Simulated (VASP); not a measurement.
**Si: single point with LDA**

Si:

```
Si
1.0
     2.70098    2.70098    0.00000
    -2.70098    2.70098    0.00000
     0.00000    2.70098    2.70098
Si
2
Direct
  0.25000 0.75000 0.50000
  0.00000 0.00000 0.00000
```

```
Program                : VASP 6.6.1
Task                   : single point
Functional             : LDA
Potentials or basis    : VASP PAW LDA potentials, release 64 (Si)
Cutoff                 : 520 eV
k mesh                 : 8 × 8 × 8
Occupations            : gaussian, width 0.01 eV
Spin                   : no spin polarisation
Dipole correction      : no
Further INCAR settings : ALGO = Normal; EDIFF = 1e-07; NBANDS = 11
```

```json
{"Pressure": "0.1 GPa", "Band gap on the k mesh": "0.49 eV, indirect (least direct gap 2.53 eV)"}
```

Levels at points of the mesh, in eV from the valence-band top:
| k point | band 2 | band 3 | band 4 | band 5 | band 6 | band 7 |
| --- | --- | --- | --- | --- | --- | --- |
| (0.00, 0.00, 0.00) | 0.00 | 0.00 | 0.00 | 2.53 | 2.53 | 2.53 |
| (0.50, 0.00, 0.00) | -7.07 | -1.21 | -1.21 | 1.49 | 3.28 | 3.28 |
| (0.50, 0.50, 0.00) | -7.87 | -2.89 | -2.89 | 0.57 | 0.57 | 10.11 |

It took 9.1 s on 1 thread of Intel Xeon 6975P-C, on a shared host, peak memory 0.13 GiB.

A k mesh can miss the band edges.
